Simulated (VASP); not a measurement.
MnIn, 2 atoms in the cell. Symmetry: Fm-3m, No. 225, cubic system. Conventional cell: a = 5.313 Å, b = 5.313 Å, c = 5.313 Å, α = 90.00°, β = 90.00°, γ = 90.00°. Mn (site symmetry m-3m) has 6 In at 2.66 Å within 3.5 Å. Within 3.5 Å of In (site symmetry m-3m) lie 6 Mn at 2.66 Å. The cell was generated, and may not be a known phase.

```yaml
Program: VASP 6.6.1
Task: single point
Functional: PBE
Potentials_or_basis: VASP PAW PBE potentials, release 64 (Mn_pv, In_d)
Cutoff: 520 eV
k_mesh: 6 × 6 × 6
Occupations: gaussian, width 0.1 eV
Spin: collinear spin, ferromagnetic start
Starting_moments: "[4.0, 0.0] μB"
Dipole_correction: no
Further_INCAR_settings: ALGO = Normal; EDIFF = 1e-06; NBANDS = 24
```

Potentials or basis: VASP PAW PBE potentials, release 64 (Mn_pv, In_d).

Run with:

```sh
$ cat potpaw_PBE.64/Mn_pv/POTCAR potpaw_PBE.64/In_d/POTCAR > POTCAR
$ mpirun -np 1 vasp_std > vasp.out
```

Hardware: 1 thread of Intel(R) Xeon(R) 6975P-C (Granite Rapids) (shared host).

Task: Estimate the wall time of this run.

Result: Run time: 16 s on 1 thread of Intel(R) Xeon(R) 6975P-C (Granite Rapids), with other jobs on the host, peak memory 0.18 GiB. Counts: scf iterations 15, k points 16.
